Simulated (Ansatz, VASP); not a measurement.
# Al in VASP and in Ansatz

INCAR

```
SYSTEM = Al
ALGO = Normal
EDIFF = 1E-7
ENCUT = 520
GGA = PE
ISIF = 2
ISMEAR = -1
LASPH = .TRUE.
LCHARG = .TRUE.
LELF = .TRUE.
LREAL = .FALSE.
LVHAR = .TRUE.
LWAVE = .FALSE.
NBANDS = 10
NELM = 100
PREC = Accurate
SIGMA = 0.05
```

The input KPOINTS:

```
k-points
0
G
  12 12 12
  0 0 0
```

POSCAR

```
Al
1.0
    0.0000000000      2.4009096840      2.4009096840
    2.4009096840      0.0000000000      2.4009096840
    2.4009096840      2.4009096840      0.0000000000
Al
2
Direct
   -0.1250000000     -0.1250000000     -0.1250000000
    0.1250000000      0.1250000000      0.1250000000
```

Input for Ansatz:

```yaml
crystal:
  lattice:
    - [0.0, 2.400909684, 2.400909684]
    - [2.400909684, 0.0, 2.400909684]
    - [2.400909684, 2.400909684, 0.0]
  atoms:
    - { symbol: Al, position: [-0.125, -0.125, -0.125] }
    - { symbol: Al, position: [0.125, 0.125, 0.125] }
kpoints:
  mp_grid: { grid: [12, 12, 12] }
scf:
  occupations: { method: fermi_dirac, width: 0.05 }
hamiltonian:
  xc: pbe
  pseudopotentials: { kind: nc }
output:
  forces: true
  stress: true
  eigenvalues: true
```

Change from the starting cell: volume scaled by 0.5, norm-conserving files.

Alike in both runs: task single point; functional PBE; k mesh 12 × 12 × 12; occupations fermi-dirac, width 0.05 eV; no spin polarisation.

|  | VASP | Ansatz |
| --- | --- | --- |
| version | VASP 6.6.1 | Ansatz 0.2.0 |
| potentials or method | VASP PAW PBE potentials, release 64 (Al) | norm-conserving pseudopotentials, scalar-relativistic |
| plane-wave cutoff (eV) | 520 | 544 |
| valence electrons in the cell | 6 | 6 |

```csv
,VASP,Ansatz,Ansatz less VASP
pressure (GPa),96.6,95.1,-1.53
```

Both programs put the cell under a high pressure, so it lies far from rest at this level. With one functional, cell and mesh, what is left measures potentials, basis and numerics.

Noted on VASP's run: the cell as given lies far from equilibrium.
